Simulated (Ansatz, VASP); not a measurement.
Two plane-wave programs on Na

```
Na
1.0
     6.29968    0.00000    0.00000
    -3.14984    5.45568    0.00000
     0.00000    0.00000    3.73605
Na
3
Direct
  0.00000 0.00000 0.00000
  0.33333 0.66667 0.50000
  0.66667 0.33333 0.50000
```

Alike in both runs: task single point; functional revPBE; k mesh 7 × 7 × 10; occupations fermi-dirac, width 0.1 eV; no spin polarisation.

```csv
,VASP,Ansatz
version,VASP 6.6.1,Ansatz 0.2.0
potentials or method,"VASP PAW PBE potentials, release 64 (Na_pv), cutoff 520 eV","plane waves (420 eV) with PAW, scalar-relativistic"
valence electrons in the cell,21,27
```

|  | VASP | Ansatz | Ansatz less VASP |
| --- | --- | --- | --- |
| pressure (GPa) | -0.4 | -0.4 | +0.01 |
| traceless stress, the component that is largest in VASP (GPa) | 0.09 | 0.09 | +0.001 |

VASP's potentials were made for PBE, not for revPBE. VASP's potentials hold 21 valence electrons a cell and Ansatz's 27, so a difference there can come from the potentials and not from the codes.
